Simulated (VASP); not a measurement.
Sc:

```
Sc
1.0
     0.00000    2.26000    2.26000
     2.26000    0.00000    2.26000
     2.26000    2.26000    0.00000
Sc
1
Direct
  0.00000 0.00000 0.00000
```

```yaml
Program: VASP 6.6.1
Task: relaxation of cell and atoms
Functional: PBEsol
Potentials_or_basis: VASP PAW PBE potentials, release 64 (Sc_sv)
Cutoff: 600 eV
k_mesh: 10 × 10 × 10
Occupations: fermi-dirac, width 0.05 eV
Spin: no spin polarisation
```

At the start: pressure 1.3 GPa; volume 23.09 Å³/atom.

Q: How do energy, volume and symmetry change on relaxing?

A: Over 3 steps the energy falls by 2.2 meV/atom and the volume is 23.64 Å³/atom (+2.4 %); space group Fm-3m (No. 225, to 0.05 Å).

The path:
| step | energy change (eV) | largest force (eV/Å) | pressure (GPa) | volume (Å³) |
| --- | --- | --- | --- | --- |
| 1 | 0.0000 | 0.0000 | 1.32 | 23.09 |
| 2 | -0.0022 | 0.0000 | -0.19 | 23.73 |
| 3 | -0.0022 | 0.0000 | -0.02 | 23.64 |

Final structure:
```xyz
1
Lattice="0.0000 2.2779 2.2779 2.2779 0.0000 2.2779 2.2779 2.2779 0.0000" Properties=species:S:1:pos:R:3 pbc="T T T"
Sc    0.0000    0.0000    0.0000
```

Caveat: the PAW data sets were made with another functional, which shifts forces and pressure a little.
